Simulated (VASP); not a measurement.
**SnSe: single point with BLYP+D3(BJ)**

SnSe:

```
Sn Se
1.0
     0.00000    3.02993    3.02993
     3.02993    0.00000    3.02993
     3.02993    3.02993    0.00000
Sn Se
1 1
Cartesian
  0.0000 0.0000 0.0000
  3.0299 3.0299 3.0299
```

```
Program             : VASP 6.6.1
Task                : single point
Functional          : BLYP
Dispersion          : D3(BJ)
Potentials or basis : VASP PAW PBE potentials, release 64 (Sn_d, Se)
Cutoff              : 520 eV
k mesh              : 8 × 8 × 8
Occupations         : fermi-dirac, width 0.05 eV
Spin                : no spin polarisation
```

```
Pressure                   : -1.0 GPa
Band gap on the k mesh     : 0.32 eV, direct
Dispersion energy per atom : -0.801 eV
```

Levels at points of the mesh, in eV from the valence-band top:
| k point | band 7 | band 8 | band 9 | band 10 | band 11 | band 12 | band 13 | band 14 |
| --- | --- | --- | --- | --- | --- | --- | --- | --- |
| (0.00, 0.00, 0.00) | -5.37 | -2.25 | -2.25 | -2.25 | 4.02 | 4.02 | 4.02 | 6.00 |
| (0.50, 0.00, 0.00) | -8.11 | -1.99 | -1.99 | 0.00 | 0.32 | 1.13 | 1.13 | 8.41 |
| (0.50, 0.50, 0.00) | -6.26 | -5.35 | -3.63 | -3.63 | 3.31 | 5.02 | 5.02 | 5.69 |

Run time: 26 s on 1 thread of Intel(R) Xeon(R) Platinum 8488C (Sapphire Rapids), on a shared host, peak memory 0.19 GiB.

Caveat: the PAW data sets were made with another functional, which shifts forces and pressure a little; spin-orbit coupling is left out, which moves the levels of the heavy elements. A k mesh can miss the band edges.
